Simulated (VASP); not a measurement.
# Zn: single point with PBE+D3(BJ)

Crystal: Zn.

```
Zn
1.0
     0.00000    1.92247    1.92247
     1.92247    0.00000    1.92247
     1.92247    1.92247    0.00000
Zn
1
Direct
  0.00000 0.00000 0.00000
```

| Quantity | Value |
| --- | --- |
| Program | VASP 6.6.1 |
| Task | single point |
| Functional | PBE |
| Dispersion | D3(BJ) |
| Potentials or basis | VASP PAW PBE potentials, release 64 (Zn) |
| Cutoff | 520 eV |
| k mesh | 12 × 12 × 12 |
| Occupations | fermi-dirac, width 0.05 eV |
| Spin | no spin polarisation |

```yaml
Pressure: 0.4 GPa
Band_gap_on_the_k_mesh: zero (band 6 reaches 5.86 eV, above the bottom of band 7 at 2.29 eV)
Dispersion_energy_per_atom: -0.431 eV
```

Levels at points of the mesh, in eV from the Fermi level:
```csv
k point,band 2,band 3,band 4,band 5,band 6,band 7,band 8,band 9,band 10,band 11
"(0.00, 0.00, 0.00)",-7.76,-7.76,-7.76,-7.33,-7.33,19.24,19.24,19.24,19.43,21.93
"(0.50, 0.00, 0.00)",-7.77,-7.77,-7.01,-7.01,-3.14,-1.22,16.08,16.08,17.93,19.71
"(0.50, 0.50, 0.00)",-8.46,-7.03,-6.93,-6.93,-1.12,2.02,8.81,8.81,12.56,14.02
```

It took 8.8 s on 1 thread of Intel Xeon 8259CL (shared host), peak memory 0.13 GiB.

Caveat: pairwise dispersion overbinds metals, which lowers pressure and volume.
